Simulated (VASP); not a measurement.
Set up this calculation in VASP 6.6.1, as the native input.

```
Task                   : single point
Functional             : BLYP
Dispersion             : D3(BJ)
Potentials or basis    : VASP PAW PBE potentials, release 64 (Ga_d, N)
Cutoff                 : 520 eV
k mesh                 : 8 × 8 × 6
Occupations            : gaussian, width 0.05 eV
Spin                   : no spin polarisation
Dipole correction      : no
Further INCAR settings : ALGO = Normal; EDIFF = 1e-06; NBANDS = 26
```

The structure of GaN lies in POSCAR:

```
GaN
1.0
    3.1579474903      0.0000000001      0.0000000000
   -1.5789737452      2.7348627504      0.0000000000
    0.0000000000      0.0000000000      5.1551547494
Ga N
2 2
Direct
    0.3333333333      0.6666666667     -0.0005699040
    0.6666666667      0.3333333333      0.4994300960
    0.3333333333      0.6666666667      0.3755699040
    0.6666666667      0.3333333333      0.8755699040
```

This cell differs from its parent crystal: volume scaled by 0.96.

The input as run:

INCAR

```
AGGAC = 1.0 ; AGGAX = 1.0
ALDAC = 0.0 ; ALDAX = 1.0
ALGO = Normal ; EDIFF = 1E-6
ENCUT = 520 ; GGA = B5
ISIF = 2 ; ISMEAR = 0
IVDW = 12 ; LASPH = T
LCHARG = F ; LREAL = F
LWAVE = F ; NBANDS = 26
NELM = 60 ; PREC = Accurate
SIGMA = 0.05 ; VDW_A1 = 0.4298
VDW_A2 = 4.2359 ; VDW_S6 = 1.0
VDW_S8 = 2.6996
```

KPOINTS

```
k-points
0
Gamma
  8 8 6
```

Potentials or basis: VASP PAW PBE potentials, release 64 (Ga_d, N).

Run with:

```sh
$ cat potpaw_PBE.64/Ga_d/POTCAR potpaw_PBE.64/N/POTCAR > POTCAR
$ mpirun -np 1 vasp_std > vasp.out
```

It gave:

The pressure is 9.4 GPa. The largest force is 0.011 eV/Å and the band gap on the k mesh is 2.16 eV, direct. The dispersion energy per atom is -0.575 eV.

Caveat: the PAW data sets were made with another functional, which shifts forces and pressure a little.

Run time: 23 s on 1 thread of Intel(R) Xeon(R) 6975P-C (Granite Rapids), with other jobs on the host, peak memory 0.19 GiB.
